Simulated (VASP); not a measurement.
# H (Cm) in VASP: further runs

H is run at these levels: PBE; tasks: single point.

All numbers are computed with VASP 6.6.1; they aren't measurements. Logs are shortened: lines on timing, memory, paths and dates and some standing lists are left out, and cuts for length are marked.

### 1 The cell of the first run

Symmetry: Cm, No. 8, monoclinic system. The conventional cell has a = 7.419 Å, b = 7.419 Å, c = 5.887 Å, α = 90.00°, β = 129.06°, γ = 90.00°. H (site symmetry m) has 1 H at 0.88 Å within 1.2 Å. Within 1.0 Å of H (site symmetry 1) lie 1 H at 0.75 Å. Within 1.0 Å of H (site symmetry m) lie 1 H at 0.75 Å. Within 1.0 Å of H (site symmetry m) lie 1 H at 0.75 Å. H (site symmetry 1) has 1 H at 0.75 Å within 1.0 Å. Within 1.2 Å of H (site symmetry m) lie 1 H at 0.88 Å.

### 2 Single point, PBE (atom 1 (H) moved -0.450 Å along Cartesian [0 1 0])

INCAR

```
SYSTEM = H
PREC     = Accurate       ! precision mode
ENCUT    = 520            ! plane-wave cutoff, eV
EDIFF    = 1E-7           ! SCF threshold, eV
ISMEAR   = 0              ! smearing method
SIGMA    = 0.05           ! smearing width, eV
LREAL    = .FALSE.        ! projectors in reciprocal space
LASPH    = .TRUE.         ! aspherical terms in the spheres
NELM     = 80             ! most SCF steps
ALGO     = Normal         ! electronic algorithm
ISIF     = 2              ! what is computed and relaxed
LWAVE    = .FALSE.        ! write WAVECAR
LCHARG   = .TRUE.         ! write CHGCAR
GGA      = PE             ! functional
LELF     = .TRUE.         ! ELF
LVHAR    = .TRUE.       
NBANDS   = 14             ! bands
```

KPOINTS

```
Automatic mesh
0
G
  6 6 6
  0 0 0
```

POSCAR

```
H
1.0
    3.7097352756     -3.7097352756      0.0000000000
    3.7097352756      3.7097352756      0.0000000000
   -3.7097352756      0.0000000000      4.5711281958
H
8
Direct
    0.5195967640      0.3982943080      0.9178910720
    0.2089455360      0.7089455360      0.4178910720
    0.9589455360      0.9589455360      0.9178910720
    0.7089455360      0.2089455360      0.4178910720
    0.0410544640      0.0410544640      0.0821089280
    0.7910544640      0.2910544640      0.5821089280
    0.5410544640      0.5410544640      0.0821089280
    0.2910544640      0.7910544640      0.5821089280
```

Potentials or basis: VASP PAW PBE potentials, release 64 (H).

Command:

```console
> cat potpaw_PBE.64/H/POTCAR > POTCAR
> mpirun -np 1 vasp_std > vasp.out
```

OUTCAR:

```text
SYSTEM = H
   PREC = Accurate
   ENCUT = 520
   EDIFF = 1E-7
   ISMEAR = 0
   LREAL = .FALSE.
   LASPH = .TRUE.
   NELM = 80
   ISIF = 2
   GGA = PE

 ion  position               nearest neighbor table
   1  0.520  0.398  0.918-   7 0.88
   2  0.209  0.709  0.418-   8 0.75
   3  0.959  0.959  0.918-   5 0.75
   4  0.709  0.209  0.418-   6 0.75
   5  0.041  0.041  0.082-   3 0.75
   6  0.791  0.291  0.582-   4 0.75
   7  0.541  0.541  0.082-   1 0.88
   8  0.291  0.791  0.582-   2 0.75

  LATTYP: Found a body centered tetragonal cell.
 ALAT       =     5.2463579396
 C/A-ratio  =     1.7425910502

  Lattice vectors:

 A1 = (   0.0000000000,  -3.7097352756,  -4.5711281958)
 A2 = (   0.0000000000,   3.7097352756,  -4.5711281958)
 A3 = (   3.7097352756,   0.0000000000,   4.5711281958)

Analysis of symmetry for initial positions (statically):
=====================================================================
 Subroutine PRICEL returns:
 Original cell was already a primitive cell.

 Routine SETGRP: Setting up the symmetry group for a
 body centered tetragonal supercell.

 Subroutine GETGRP returns: Found  2 space group operations
 (whereof  2 operations were pure point group operations)
 out of a pool of 16 trial point group operations.

The static configuration has the point symmetry C_1h.

Analysis of symmetry for dynamics (positions and initial velocities):
=====================================================================
 Subroutine PRICEL returns:
 Original cell was already a primitive cell.

 Routine SETGRP: Setting up the symmetry group for a
 body centered tetragonal supercell.

 Subroutine GETGRP returns: Found  2 space group operations
 (whereof  2 operations were pure point group operations)
 out of a pool of 16 trial point group operations.

The dynamic configuration has the point symmetry C_1h.

 Subroutine INISYM returns: Found  2 space group operations
 (whereof  2 operations are pure point group operations),
 and found     1 'primitive' translations

----------------------------------------------------------------------------------------

                                     Primitive cell

  volume of cell :     125.8170

  direct lattice vectors                    reciprocal lattice vectors
     3.709735276 -3.709735276  0.000000000     0.134780507 -0.134780507  0.109382187
     3.709735276  3.709735276  0.000000000     0.134780507  0.134780507  0.109382187
    -3.709735276  0.000000000  4.571128196     0.000000000  0.000000000  0.218764374

  length of vectors
     5.246357940  5.246357940  5.887049244     0.219763584  0.219763584  0.218764374

  position of ions in fractional coordinates (direct lattice)
[... 114 lines left out ...]
  Thomas-Fermi vector in A             =   1.723653
   LORBIT       =      0    0 simple, 1 ext, 2 COOP (PROOUT), +10 PAW based schemes
   GGA     = PE    functional components
   LHFCALC =     F    Hartree Fock is set to
   AEXX    =    0.0000 exact exchange contribution
   IVDW    =     0    specifies the selected vdW correction
   LEPSILON=     F    determine dielectric tensor
   LRPA    =     F    only Hartree local field effects (RPA)
 non-spin polarized calculation
 Gauss-broadening in eV      SIGMA  =   0.05
  energy-cutoff  :      520.00
  volume of cell :      125.82
 maximum number of plane-waves:      3406
   NGX = 19   NGY = 19   NGZ = 21

 number of electron       7.9999998 magnetization

 Free energy of the ion-electron system (eV)
  ---------------------------------------------------
  ext. energy  EPLUGINS =         0.00000000
  ---------------------------------------------------
  free energy    TOTEN  =       -26.94823697 eV

  energy without entropy =      -26.94823697  energy(sigma->0) =      -26.94823697

 E-fermi :  -8.2343     XC(G=0):  -4.6885

 val. band max:       -8.4601265631   @ k =   0.0000   0.0000   0.0000
 cond. band min:       0.0060459781   @ k =   0.5000   0.5000   0.5000
 fundamental gap:      8.4661725412
 Fermi energy:        -8.2343178816

 k-point     1 :       0.0000    0.0000    0.0000
  band No.  band energies     occupation
      1     -10.1608      2.00000
      2      -9.0957      2.00000
      3      -8.9531      2.00000
      4      -8.4601      2.00000
      5       1.0208      0.00000
      6       2.0950      0.00000
      7       2.3860      0.00000
      8       3.2661      0.00000
      9       3.7082      0.00000
     10       3.7231      0.00000
     11       3.7542      0.00000
     12       3.7733      0.00000
     13       5.9586      0.00000
     14       6.0444      0.00000
[... 377 lines left out ...]
      1     -10.0362      2.00000
      2      -9.1458      2.00000
      3      -9.0001      2.00000
      4      -8.5116      2.00000
      5       0.8905      0.00000
      6       1.5636      0.00000
      7       1.7493      0.00000
      8       3.1634      0.00000
      9       4.0767      0.00000
     10       4.1780      0.00000
     11       4.2887      0.00000
     12       4.5804      0.00000
     13       5.2830      0.00000
     14       6.0922      0.00000

 [... further k-points ...]

------------------------ aborting loop because EDIFF is reached ----------------------------------------

  FORCE on cell =-STRESS in cart. coord.  units (eV):
  Direction    XX          YY          ZZ          XY          YZ          ZX
  --------------------------------------------------------------------------------------
  -------------------------------------------------------------------------------------
  Total       -0.0837252     -0.7707272     -2.0095745      0.0000000     -1.1433533      0.0000000
  in kB       -1.0661727     -9.8145865    -25.5903047      0.0000000    -14.5596784      0.0000000
  external PRESSURE =     -12.1570213 kB  Pullay stress =       0.0000000 kB

 VOLUME and BASIS-vectors are now :
 -----------------------------------------------------------------------------
  energy-cutoff  :      520.00
  volume of cell :      125.82
      direct lattice vectors                 reciprocal lattice vectors
     3.709735276 -3.709735276  0.000000000     0.134780507 -0.134780507  0.109382187
     3.709735276  3.709735276  0.000000000     0.134780507  0.134780507  0.109382187
    -3.709735276  0.000000000  4.571128196     0.000000000  0.000000000  0.218764374

 POSITION                                       TOTAL-FORCE (eV/Angst)
 -----------------------------------------------------------------------------------
     -0.00000     -0.45000      4.19580         0.000000      1.526685      2.524173
      1.85487      1.85487      1.91023        -0.000436      0.003634      0.009889
      3.70974      0.00000      4.19580         0.000000     -0.006669      0.007971
      1.85487     -1.85487      1.91023         0.000436      0.003634      0.009889
      0.00000      0.00000      0.37533         0.000000      0.002884     -0.008089
      1.85487     -1.85487      2.66089         0.000944     -0.007141     -0.009920
      3.70974      0.00000      0.37533        -0.000000     -1.515886     -2.523995
      1.85487      1.85487      2.66089        -0.000944     -0.007141     -0.009920
 -----------------------------------------------------------------------------------
    total drift:                                0.000001      0.000030      0.000014

  FREE ENERGIE OF THE ION-ELECTRON SYSTEM (eV)
  ---------------------------------------------------
  free  energy   TOTEN  =       -26.9482369728 eV

  energy  without entropy=      -26.9482369728  energy(sigma->0) =      -26.94823697
```

stdout:

```text
POSCAR found type information on POSCAR H
 POSCAR found :  1 types and       8 ions
 scaLAPACK will be used
 LDA part: xc-table for (Slater+PW92), standard interpolation
 POSCAR, INCAR and KPOINTS ok, starting setup
 FFT: planning ... GRIDC
 FFT: planning ... GRID_SOFT
 FFT: planning ... GRID
 WAVECAR not read
 entering main loop
```

Run time: 46 s. Hardware: 1 thread of Intel Xeon 6975P-C (Granite Rapids), shared host; peak memory 0.29 GiB.

What came out:

```yaml
Free_energy: -26.9482 eV
Pressure: -1.2 GPa
Largest_force: 2.950 eV/Å
Band_gap_on_the_k_mesh: 8.47 eV, indirect (least direct gap 8.77 eV)
```

Forces on the atoms (eV/Å):
```
H    0.000  1.527  2.524
H    0.000  0.004  0.010
H    0.000 -0.007  0.008
H    0.000  0.004  0.010
H    0.000  0.003 -0.008
H    0.001 -0.007 -0.010
H    0.000 -1.516 -2.524
H   -0.001 -0.007 -0.010
```

Stress tensor (GPa, compression positive):
```
-0.11  0.00  0.00
 0.00 -0.98 -1.46
 0.00 -1.46 -2.56
```

Caveat: the cell differs from its parent crystal (atom 1 (H) moved -0.450 Å along Cartesian [0 1 0]); forces of over 1 eV/Å act on the atoms, so gaps and moduli don't describe the material at rest. A k mesh can miss the band edges.

### 3 Single point, PBE (atom 1 (H) moved +0.300 Å along Cartesian [0 1 0])

INCAR

```
SYSTEM = H
PREC = Accurate
ENCUT = 520
EDIFF = 1E-6
ISMEAR = 0
SIGMA = 0.05
LREAL = .FALSE.
LASPH = .TRUE.
NELM = 80
ALGO = Normal
ISIF = 2
LWAVE = .FALSE.
LCHARG = .FALSE.
GGA = PE
NBANDS = 14
```

KPOINTS

```
regular mesh
0
G
  6 6 6
  0 0 0
```

Edit POSCAR of step 2 so:

```diff
@@ -8,3 +8,3 @@
 Direct
-    0.5195967640      0.3982943080      0.9178910720
+    0.4185113840      0.4993796880      0.9178910720
     0.2089455360      0.7089455360      0.4178910720
```

Potentials or basis: VASP PAW PBE potentials, release 64 (H).

Command:

```console
> cat potpaw_PBE.64/H/POTCAR > POTCAR
> mpirun -np 1 vasp_std > vasp.out
```

It took 37 s on 1 thread of Intel Xeon 6975P-C (Granite Rapids), shared host; peak memory 0.29 GiB.

It converged, with:

```
Free energy            : -27.1069 eV
Pressure               : -0.7 GPa
Largest force          : 1.665 eV/Å
Band gap on the k mesh : 8.90 eV, indirect (least direct gap 9.26 eV)
```

Forces on the atoms (eV/Å):
```
H    0.000 -0.626  1.543
H    0.000 -0.003  0.009
H    0.000  0.004  0.008
H    0.000 -0.003  0.009
H    0.000 -0.002 -0.008
H   -0.001  0.005 -0.009
H    0.000  0.619 -1.543
H    0.001  0.005 -0.009
```

Stress tensor (GPa, compression positive):
```
-0.12  0.00  0.00
 0.00 -0.36  0.60
 0.00  0.60 -1.64
```

Levels at points of the mesh, in eV from the valence-band top:
```
           k point  band 2  band 3  band 4  band 5  band 6  band 7
(0.00, 0.00, 0.00)   -0.41   -0.31    0.00    9.89   10.96   11.10
(0.50, 0.00, 0.00)   -0.80   -0.38   -0.21   10.01   10.16   10.29
(0.50, 0.00, 0.50)   -0.83   -0.38   -0.18    9.81   10.15   10.40
(0.50, 0.50, 0.00)   -0.65   -0.60   -0.35    9.06    9.13   10.71
(0.50, 0.50, 0.50)   -0.65   -0.61   -0.36    8.90    9.27   10.97
(0.00, 0.00, 0.50)   -0.77   -0.47   -0.28    9.77    9.96   10.61
```

Caveat: the cell differs from its parent crystal (atom 1 (H) moved +0.300 Å along Cartesian [0 1 0]); forces of over 1 eV/Å act on the atoms, so gaps and moduli don't describe the material at rest. A k mesh can miss the band edges.

(Continued in part 2 of 2.)
